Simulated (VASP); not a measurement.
The system is Ni.

```
CELL_PARAMETERS angstrom
0.00000 1.98800 1.98800
1.98800 0.00000 1.98800
1.98800 1.98800 0.00000
ATOMIC_POSITIONS crystal
Ni 0.87500 0.87500 0.87500
Ni 0.12500 0.12500 0.12500
```

This isn't the form of Ni at room conditions, which is fcc.

Base run:

| Item | Value |
| --- | --- |
| Program | VASP 6.6.1 |
| Functional | PBEsol |
| Potentials or basis | VASP PAW PBE potentials, release 64 (Ni) |
| Cutoff | 520 eV |
| k mesh | 14 × 14 × 14 |
| Occupations | fermi-dirac, width 0.08 eV |
| Spin | collinear spin, ferromagnetic start |
| Starting moments | [1.0, 1.0] μB |

Its results: pressure 327.0 GPa; net moment 0.00 μB per cell.

Problem. The run is repeated on the same cell with these changes: functional from PBEsol to PBE; further incar settings from ALGO = Normal; EDIFF = 1e-07; NBANDS = 21 to ALGO = Normal; EDIFF = 1e-06; NBANDS = 21. What comes out?

Solution. Pressure 345.5 GPa; net moment 0.38 μB per cell; site moments Ni +0.18 μB.

Caveats: atoms lie so close that the PAW spheres overlap strongly, which falsifies energies and pressures; the cell stands under pressure; the PAW data sets were made with another functional, which shifts forces and pressure a little (at least some runs).
